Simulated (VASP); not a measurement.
# LiH3 (Cmcm) in VASP: a series of runs

The runs below take LiH3 through single point, with PBE.

Everything below comes from runs of VASP 6.6.1. Logs are shortened: lines on timing, memory, paths and dates and some standing lists are left out, and cuts for length are marked.

**1. The cell of the first run**

Symmetry: Cmcm, No. 63, orthorhombic system. The conventional cell has a = 2.313 Å, b = 21.179 Å, c = 2.312 Å, α = 90.00°, β = 90.00°, γ = 90.00°. Li (site symmetry m2m) has 8 H at 1.70 to 2.30 Å and 4 Li at 2.31 Å within 2.4 Å. H (site symmetry m2m) has 4 Li at 1.70 Å and 4 H at 2.31 Å within 2.4 Å. H (site symmetry m2m) has 4 H at 1.64 Å within 2.2 Å. H (site symmetry m2m) has 4 H at 1.64 Å within 2.2 Å.

**2. Single point, PBE**

Input file INCAR:

```
SYSTEM = LiH3
  PREC = Accurate
  ENCUT = 520
  EDIFF = 1E-6
  ISMEAR = 0
  SIGMA = 0.1
  LREAL = .FALSE.
  LASPH = .TRUE.
  NELM = 100
  ALGO = Normal
  ISIF = 2
  LWAVE = .FALSE.
  LCHARG = .TRUE.
  GGA = PE
  LELF = .TRUE.
  LVHAR = .TRUE.
  NBANDS = 16
```

Input file KPOINTS:

```
regular mesh
0
G
  6 6 6
  0 0 0
```

Input file POSCAR:

```
LiH3
1.0
    1.1565600090    -10.5896567589      0.0000000000
    1.1565600090     10.5896567589      0.0000000000
    0.0000000000      0.0000000000      2.3124805129
Li H
2 6
Direct
    0.1689367614      0.8310632386      0.7500000000
    0.8310632386      0.1689367614      0.2500000000
    0.3100142573      0.6899857427      0.7500000000
    0.6899857427      0.3100142573      0.2500000000
    0.5749905187      0.4250094813      0.7500000000
    0.4250094813      0.5749905187      0.2500000000
    0.0749847330      0.9250152670      0.2500000000
    0.9250152670      0.0749847330      0.7500000000
```

Potentials or basis: VASP PAW PBE potentials, release 64 (Li_sv, H).

Launch:

```bash
$ cat potpaw_PBE.64/Li_sv/POTCAR potpaw_PBE.64/H/POTCAR > POTCAR
$ mpirun -np 1 vasp_std > vasp.out
```

OUTCAR:

```text
SYSTEM = LiH3
   PREC = Accurate
   ENCUT = 520
   EDIFF = 1E-6
   ISMEAR = 0
   LREAL = .FALSE.
   LASPH = .TRUE.
   NELM = 100
   ISIF = 2
   GGA = PE

 ion  position               nearest neighbor table
   1  0.169  0.831  0.750-   4 1.70   4 1.70   4 1.70   4 1.70
   2  0.831  0.169  0.250-   3 1.70   3 1.70   3 1.70   3 1.70
   3  0.310  0.690  0.750-   2 1.70   2 1.70   2 1.70   2 1.70
   4  0.690  0.310  0.250-   1 1.70   1 1.70   1 1.70   1 1.70
   5  0.575  0.425  0.750-
   6  0.425  0.575  0.250-
   7  0.075  0.925  0.250-
   8  0.925  0.075  0.750-

  LATTYP: Found a base centered orthorhombic cell.
 ALAT       =     2.3131200180
 B/A-ratio  =     9.1561671478
 C/A-ratio  =     0.9997235314

  Lattice vectors:

 A1 = (   1.1565600090, -10.5896567589,   0.0000000000)
 A2 = (   1.1565600090,  10.5896567589,   0.0000000000)
 A3 = (   0.0000000000,   0.0000000000,   2.3124805129)

Analysis of symmetry for initial positions (statically):
=====================================================================
 Subroutine PRICEL returns:
 Original cell was already a primitive cell.

 Routine SETGRP: Setting up the symmetry group for a
 base centered orthorhombic supercell.

 Subroutine GETGRP returns: Found  8 space group operations
 (whereof  4 operations were pure point group operations)
 out of a pool of  8 trial point group operations.

The static configuration has the point symmetry C_2h.
 The point group associated with its full space group is D_2h.

Analysis of symmetry for dynamics (positions and initial velocities):
=====================================================================
 Subroutine PRICEL returns:
 Original cell was already a primitive cell.

 Routine SETGRP: Setting up the symmetry group for a
 base centered orthorhombic supercell.

 Subroutine GETGRP returns: Found  8 space group operations
 (whereof  4 operations were pure point group operations)
 out of a pool of  8 trial point group operations.

The dynamic configuration has the point symmetry C_2h.
 The point group associated with its full space group is D_2h.

 Subroutine INISYM returns: Found  8 space group operations
 (whereof  4 operations are pure point group operations),
 and found     1 'primitive' translations

----------------------------------------------------------------------------------------

                                     Primitive cell

  volume of cell :      56.6446

  direct lattice vectors                    reciprocal lattice vectors
     1.156560009-10.589656759  0.000000000     0.432316522 -0.047215884  0.000000000
     1.156560009 10.589656759  0.000000000     0.432316522  0.047215884  0.000000000
     0.000000000  0.000000000  2.312480513     0.000000000  0.000000000  0.432436077

  length of vectors
    10.652626968 10.652626968  2.312480513     0.434887243  0.434887243  0.432436077

  position of ions in fractional coordinates (direct lattice)
     0.168936761  0.831063239  0.750000000
     0.831063239  0.168936761  0.250000000
     0.310014257  0.689985743  0.750000000
     0.689985743  0.310014257  0.250000000
     0.574990519  0.425009481  0.750000000
     0.425009481  0.574990519  0.250000000
     0.074984733  0.925015267  0.250000000
     0.925015267  0.074984733  0.750000000

  ion indices of the primitive-cell ions
   primitive index   ion index
                 1           1
                 2           2
                 3           3
                 4           4
                 5           5
                 6           6
                 7           7
                 8           8

----------------------------------------------------------------------------------------

 KPOINTS: regular mesh

Automatic generation of k-mesh.
 Grid dimensions read from file:
 generate k-points for:    6    6    6

 Generating k-lattice:

  Cartesian coordinates                     Fractional coordinates (reciprocal lattice)
     0.072052754 -0.007869314  0.000000000     0.166666667  0.000000000  0.000000000
     0.072052754  0.007869314  0.000000000     0.000000000  0.166666667  0.000000000
     0.000000000  0.000000000  0.072072679     0.000000000  0.000000000  0.166666667

  Length of vectors
     0.072481207  0.072481207  0.072072679

  Shift w.r.t. Gamma in fractional coordinates (k-lattice)
     0.000000000  0.000000000  0.000000000

 Subroutine IBZKPT returns following result:
 ===========================================

 Found     52 irreducible k-points:

 Following reciprocal coordinates:
            Coordinates               Weight
  0.000000  0.000000  0.000000      1.000000
  0.166667 -0.000000  0.000000      4.000000
  0.333333 -0.000000  0.000000      4.000000
  0.500000 -0.000000  0.000000      2.000000
  0.166667  0.166667  0.000000      2.000000
  0.333333  0.166667  0.000000      4.000000
[... 16 lines left out ...]
  0.333333  0.333333  0.166667      4.000000
  0.500000  0.333333  0.166667      8.000000
 [... further k-points ...]
   k-points           NKPTS =     52   k-points in BZ     NKDIM =     52   number of bands    NBANDS=     16
   number of dos      NEDOS =    301   number of ions     NIONS =      8
   total plane-waves  NPLWV = 115200
   dimension x,y,z NGX =    80 NGY =   80 NGZ =   18
   dimension x,y,z NGXF=   160 NGYF=  160 NGZF=   36
   ions per type =               2   6
   NGX,Y,Z   is equivalent  to a cutoff of  12.48, 12.48, 12.94 a.u.
   NGXF,Y,Z  is equivalent  to a cutoff of  24.97, 24.97, 25.88 a.u.
 SYSTEM =  LiH3
   PREC   = accura    normal or accurate (medium, high low for compatibility)
   ISTART =      0    job   : 0-new  1-cont  2-samecut
   ICHARG =      2    charge: 1-file 2-atom 10-const
   ISPIN  =      1    spin polarized calculation?
   LNONCOLLINEAR =      F non collinear calculations
   LSORBIT =      F    spin-orbit coupling
   LASPH  =      T    aspherical Exc in radial PAW
   ENCUT  =  520.0 eV  38.22 Ry    6.18 a.u.  19.81 19.81  4.30*2*pi/ulx,y,z
   NELM   =    100;   NELMIN=  2; NELMDL= -5     # of ELM steps
   EDIFF  = 0.1E-05   stopping-criterion for ELM
   LREAL  =      F    real-space projection
   EDIFFG = 0.1E-04   stopping-criterion for IOM
   NSW    =      0    number of steps for IOM
   IBRION =     -1    ionic relax: 0-MD 1-quasi-New 2-CG
   NFREE  =      0    steps in history (QN), initial steepest desc. (CG)
   ISIF   =      2    stress and relaxation
   ISYM   =      2    0-nonsym 1-usesym 2-fastsym
   POTIM  = 0.5000    time-step for ionic-motion
   TEBEG  =    0.0;   TEEND  =   0.0 temperature during run
   PSTRESS=    0.0 pullay stress
   NELECT =      12.0000    total number of electrons
   NUPDOWN=      -1.0000    fix difference up-down
   EMIN   =  10.00;   EMAX   =-10.00  energy-range for DOS
   EFERMI =   0.00;   METHOD = LEGACY
   ISMEAR =     0;   SIGMA  =   0.10  broadening in eV -4-tet -1-fermi 0-gaus
   EFERMI_NEDOS =   21; number of points for ismear=-14 and -15
   IALGO  =     38    algorithm
   IMIX   =      4    mixing-type and parameters
     AMIX     =   0.40;   BMIX     =  1.00
     AMIX_MAG =   1.60;   BMIX_MAG =  1.00
  volume/ion in A,a.u.               =       7.08        47.78
  Fermi-wavevector in a.u.,A,eV,Ry     =   0.975924  1.844228 12.958557  0.952427
  Thomas-Fermi vector in A             =   2.106502
   LORBIT       =      0    0 simple, 1 ext, 2 COOP (PROOUT), +10 PAW based schemes
   GGA     = PE    functional components
   LHFCALC =     F    Hartree Fock is set to
   AEXX    =    0.0000 exact exchange contribution
   IVDW    =     0    specifies the selected vdW correction
   LEPSILON=     F    determine dielectric tensor
   LRPA    =     F    only Hartree local field effects (RPA)
 non-spin polarized calculation
 Gauss-broadening in eV      SIGMA  =   0.10
  energy-cutoff  :      520.00
  volume of cell :       56.64
 maximum number of plane-waves:      1544
   NGX = 39   NGY = 39   NGZ =  9

 number of electron      11.9999995 magnetization

 Free energy of the ion-electron system (eV)
  ---------------------------------------------------
  ext. energy  EPLUGINS =         0.00000000
  ---------------------------------------------------
  free energy    TOTEN  =       -19.80146967 eV

  energy without entropy =      -19.80130193  energy(sigma->0) =      -19.80138580

 E-fermi :  -0.9159     XC(G=0):  -8.1242

 val. band max:       -1.0991480308   @ k =   0.1667   0.1667   0.3333
 cond. band min:      -0.7251954118   @ k =   0.5000  -0.0000   0.3333
 fundamental gap:      0.3739526191
 Fermi energy:        -0.9159398358

 k-point     1 :       0.0000    0.0000    0.0000
  band No.  band energies     occupation
      1     -44.8196      2.00000
      2     -44.8186      2.00000
      3      -9.6031      2.00000
      4      -9.2743      2.00000
      5      -5.4759      2.00000
      6      -3.9341      2.00000
[... 8 lines left out ...]
     15      18.0175      0.00000
     16      18.3388      0.00000

 k-point     2 :       0.1667   -0.0000    0.0000
  band No.  band energies     occupation
      1     -44.7895      2.00000
      2     -44.7888      2.00000
      3      -8.8789      2.00000
      4      -8.5557      2.00000
      5      -5.0474      2.00000
      6      -3.6734      2.00000
[... 8 lines left out ...]
     15      16.0667      0.00000
     16      18.3621      0.00000

 k-point     3 :       0.3333   -0.0000    0.0000
  band No.  band energies     occupation
      1     -44.7292      2.00000
      2     -44.7288      2.00000
      3      -6.7436      2.00000
      4      -6.4458      2.00000
      5      -3.9662      2.00000
      6      -3.1255      2.00000
[... 8 lines left out ...]
     15      14.6921      0.00000
     16      15.7539      0.00000
[... 362 lines left out ...]
 k-point    23 :       0.3333    0.3333    0.1667
  band No.  band energies     occupation
      1     -44.7027      2.00000
      2     -44.7024      2.00000
      3      -6.0346      2.00000
      4      -5.7727      2.00000
      5      -3.3215      2.00000
      6      -2.6084      2.00000
[... 8 lines left out ...]
     15      13.2198      0.00000
     16      14.2708      0.00000

 k-point    24 :       0.5000    0.3333    0.1667
  band No.  band energies     occupation
      1     -44.7607      2.00000
      2     -44.7600      2.00000
      3      -8.1546      2.00000
      4      -7.8514      2.00000
      5      -4.5410      2.00000
      6      -3.3805      2.00000
[... 8 lines left out ...]
     15      14.5101      0.00000
     16      15.0086      0.00000

 [... further k-points ...]

------------------------ aborting loop because EDIFF is reached ----------------------------------------

  FORCE on cell =-STRESS in cart. coord.  units (eV):
  Direction    XX          YY          ZZ          XY          YZ          ZX
  --------------------------------------------------------------------------------------
  -------------------------------------------------------------------------------------
  Total       -0.0249505     -0.0717649     -0.0072410      0.0000000      0.0000000      0.0000000
  in kB       -0.7057177     -2.0298525     -0.2048100      0.0000000      0.0000000      0.0000000
  external PRESSURE =      -0.9801268 kB  Pullay stress =       0.0000000 kB

 VOLUME and BASIS-vectors are now :
 -----------------------------------------------------------------------------
  energy-cutoff  :      520.00
  volume of cell :       56.64
      direct lattice vectors                 reciprocal lattice vectors
     1.156560009-10.589656759  0.000000000     0.432316522 -0.047215884  0.000000000
     1.156560009 10.589656759  0.000000000     0.432316522  0.047215884  0.000000000
     0.000000000  0.000000000  2.312480513     0.000000000  0.000000000  0.432436077

 POSITION                                       TOTAL-FORCE (eV/Angst)
 -----------------------------------------------------------------------------------
      1.15656      7.01169      1.73436         0.000000      0.009369     -0.000000
      1.15656     -7.01169      0.57812         0.000000     -0.009369      0.000000
      1.15656      4.02377      1.73436         0.000000      0.017641     -0.000000
      1.15656     -4.02377      0.57812         0.000000     -0.017641     -0.000000
      1.15656     -1.58825      1.73436         0.000000     -0.003452     -0.000000
      1.15656      1.58825      0.57812         0.000000      0.003452     -0.000000
      1.15656      9.00153      0.57812         0.000000     -0.003121     -0.000000
      1.15656     -9.00153      1.73436         0.000000      0.003121     -0.000000
 -----------------------------------------------------------------------------------
    total drift:                                0.000000     -0.000000      0.000000

  FREE ENERGIE OF THE ION-ELECTRON SYSTEM (eV)
  ---------------------------------------------------
  free  energy   TOTEN  =       -19.8014696694 eV

  energy  without entropy=      -19.8013019315  energy(sigma->0) =      -19.80138580
```

Wall time 2.2 min (1 thread of Intel Xeon Platinum 8259CL at 2.50GHz (Skylake/Cascade Lake), shared host); peak memory 0.31 GiB.

What came out:

* Free energy: -19.8015 eV
* Largest force: 0.018 eV/Å
* Band gap on the k mesh: zero (bands 6 and 7 overlap by 2.84 eV)

Forces on the atoms (eV/Å):
```
Li   0.000  0.009  0.000
Li   0.000 -0.009  0.000
H    0.000  0.018  0.000
H    0.000 -0.018  0.000
H    0.000 -0.003  0.000
H    0.000  0.003  0.000
H    0.000 -0.003  0.000
H    0.000  0.003  0.000
```

Levels at points of the mesh, in eV from the Fermi level:
| k point | band 3 | band 4 | band 5 | band 6 | band 7 | band 8 | band 9 | band 10 |
| --- | --- | --- | --- | --- | --- | --- | --- | --- |
| (0.00, 0.00, 0.00) | -8.69 | -8.36 | -4.56 | -3.02 | 2.15 | 4.99 | 7.02 | 10.30 |
| (0.50, 0.00, 0.00) | -3.10 | -3.02 | -2.14 | -1.84 | -1.24 | -0.98 | 7.48 | 7.54 |
| (0.50, 0.50, 0.00) | -8.68 | -8.36 | -4.53 | -3.09 | 2.98 | 3.41 | 9.23 | 10.30 |
| (0.00, 0.00, 0.50) | -3.06 | -3.06 | -2.00 | -2.00 | -1.09 | -1.09 | 7.56 | 7.56 |
| (0.50, 0.00, 0.50) | 1.60 | 1.60 | 1.61 | 1.61 | 1.99 | 1.99 | 7.46 | 7.46 |
| (0.50, 0.50, 0.50) | -3.06 | -3.06 | -2.00 | -2.00 | -1.09 | -1.09 | 7.47 | 7.47 |

Caveat: the k points lie up to 0.46 Å⁻¹ apart, too coarse for converged energies and pressures of a metal; the cutoff is under 1.25 times the usual one of these potentials, so pressure, stress and relaxed cells hold a basis-set (Pulay) error.

**3. Single point, PBE**

This run uses another cell than the first one, of 7.11 Å³/atom.

INCAR, as its differences from that of step 2:

```diff
@@ -8,3 +8,3 @@
   LASPH = .TRUE.
-  NELM = 100
+  NELM = 60
   ALGO = Normal
```

KPOINTS is that of step 2.

Input file POSCAR:

```
LiH3
1.0
    1.3493839728     -7.8841789598      0.0000000000
    1.3493839728      7.8841789598      0.0000000000
    0.0000000000      0.0000000000      2.6730186831
Li H
2 6
Direct
    0.1693000000      0.8307000000      0.7500000000
    0.8307000000      0.1693000000      0.2500000000
    0.2955200000      0.7044800000      0.7500000000
    0.7044800000      0.2955200000      0.2500000000
    0.5706100000      0.4293900000      0.7500000000
    0.4293900000      0.5706100000      0.2500000000
    0.0705300000      0.9294700000      0.2500000000
    0.9294700000      0.0705300000      0.7500000000
```

Potentials or basis: VASP PAW PBE potentials, release 64 (Li_sv, H).

Launch:

```bash
$ cat potpaw_PBE.64/Li_sv/POTCAR potpaw_PBE.64/H/POTCAR > POTCAR
$ mpirun -np 1 vasp_std > vasp.out
```

It took 80 s on 1 thread of Intel Xeon Platinum 8259CL at 2.50GHz (Skylake/Cascade Lake), shared host; peak memory 0.24 GiB.

It converged, with:

* Free energy: -18.7664 eV
* Largest force: 0.423 eV/Å
* Band gap on the k mesh: zero (bands 6 and 7 overlap by 1.77 eV)

Forces on the atoms (eV/Å):
```
Li   0.000 -0.315  0.000
Li   0.000  0.315  0.000
H    0.000 -0.423  0.000
H    0.000  0.423  0.000
H    0.000  0.114  0.000
H    0.000 -0.114  0.000
H    0.000  0.067  0.000
H    0.000 -0.067  0.000
```

Levels at points of the mesh, in eV from the Fermi level:
| k point | band 3 | band 4 | band 5 | band 6 | band 7 | band 8 | band 9 | band 10 |
| --- | --- | --- | --- | --- | --- | --- | --- | --- |
| (0.00, 0.00, 0.00) | -7.45 | -5.87 | -5.24 | -0.12 | 4.86 | 6.01 | 6.04 | 11.72 |
| (0.50, 0.00, 0.00) | -3.66 | -3.29 | -2.63 | -1.27 | -1.16 | -0.06 | 7.05 | 7.26 |
| (0.50, 0.50, 0.00) | -7.32 | -6.43 | -4.56 | -0.77 | 6.00 | 6.05 | 6.87 | 8.37 |
| (0.00, 0.00, 0.50) | -3.45 | -3.45 | -2.01 | -2.01 | -0.37 | -0.37 | 7.61 | 7.61 |
| (0.50, 0.00, 0.50) | 0.01 | 0.01 | 0.09 | 0.09 | 0.19 | 0.19 | 5.54 | 5.54 |
| (0.50, 0.50, 0.50) | -3.44 | -3.44 | -2.07 | -2.07 | -0.28 | -0.28 | 6.94 | 6.94 |

Caveat: the k points lie up to 0.39 Å⁻¹ apart, too coarse for converged energies and pressures of a metal; the cutoff is under 1.25 times the usual one of these potentials, so pressure, stress and relaxed cells hold a basis-set (Pulay) error.
